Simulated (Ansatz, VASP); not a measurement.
N: VASP beside Ansatz

```
N
1.0
     7.26090    0.00000    0.00000
     0.00000    7.26090    0.00000
     0.00000    0.00000    7.26090
N
12
Cartesian
  3.1364 5.9359 1.6493
  2.8915 4.8612 1.6220
  7.0947 3.1738 3.2521
  6.0473 3.4771 3.0839
  7.6414 2.2467 7.2377
  6.8172 2.2278 6.5057
  3.1993 2.4730 4.7142
  2.8351 1.5084 4.3240
  1.2560 5.6058 5.8943
  1.5611 5.5253 4.8383
  5.2727 6.4335 5.0103
  4.8952 5.8220 5.8466
```

Alike in both runs: functional PBE; dispersion D3(BJ); k mesh 1 × 1 × 1; occupations fermi-dirac, width 0.05 eV; no spin polarisation.

Ansatz relaxed the structure, and its values are those at the end. VASP's run is a single point on that final structure, the one shown.

```csv
,VASP,Ansatz
version,VASP 6.6.1,Ansatz 0.2.0
potentials or method,"VASP PAW PBE potentials, release 64 (N), cutoff 520 eV","scalar-relativistic, plane waves, PAW"
valence electrons in the cell,60,60
```

|  | VASP | Ansatz | Ansatz less VASP |
| --- | --- | --- | --- |
| rms of the force components (eV/Å) | 0.953 | 0.051 | -0.9014 |

One of these differences is far larger than is usual between the two programs; its cause wasn't traced.

Noted on VASP's run: the standard files for N, O and F lose accuracy on very short bonds.
